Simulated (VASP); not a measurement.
Set up this calculation in VASP 6.6.1, as the native input.

```yaml
Task: single point
Functional: PBEsol
Potentials_or_basis: VASP PAW PBE potentials, release 64 (Sc_sv)
Cutoff: 520 eV
k_mesh: 9 × 9 × 5
Occupations: fermi-dirac, width 0.05 eV
Spin: no spin polarisation
Dipole_correction: no
Further_INCAR_settings: ALGO = Normal; EDIFF = 1e-07; NBANDS = 18
```

The structure of Sc lies in POSCAR:

```
Sc
1.0
    3.0254700804      0.0000000000      0.0000000000
   -1.5127350402      2.6201339480      0.0000000000
    0.0000000000      0.0000000000      4.6909876107
Sc
2
Direct
    0.6666666667      0.3333333333      0.7500000000
    0.3333333333      0.6666666667      0.2500000000
```

One way to write it, as run:

INCAR

```
PREC     = Accurate       # precision mode
ENCUT    = 520            # plane-wave cutoff, eV
EDIFF    = 1E-7           # SCF threshold, eV
ISMEAR   = -1             # smearing method
SIGMA    = 0.05           # smearing width, eV
LREAL    = False          # projectors in reciprocal space
LASPH    = True           # aspherical terms in the spheres
NELM     = 60             # most SCF steps
ALGO     = Normal         # electronic algorithm
ISIF     = 2              # what is computed and relaxed
LWAVE    = False          # write WAVECAR
LCHARG   = False          # write CHGCAR
GGA      = PS             # functional
NBANDS   = 18             # bands
```

KPOINTS

```
Automatic mesh
0
Gamma
  9 9 5
```

Potentials or basis: VASP PAW PBE potentials, release 64 (Sc_sv).

The run is started by

```console
$ cat potpaw_PBE.64/Sc_sv/POTCAR > POTCAR
$ mpirun -np 1 vasp_std > vasp.out
```

It gave:

| Property | Result |
| --- | --- |
| Pressure | 20.1 GPa |
| Band gap on the k mesh | zero (bands 11 and 12 overlap by 2.25 eV) |

Caveat: the cell stands under pressure; the PAW data sets were made with another functional, which shifts forces and pressure a little.

It took 9.8 s on 1 thread of Intel(R) Xeon(R) 6975P-C (Granite Rapids), on a shared host, peak memory 0.16 GiB.
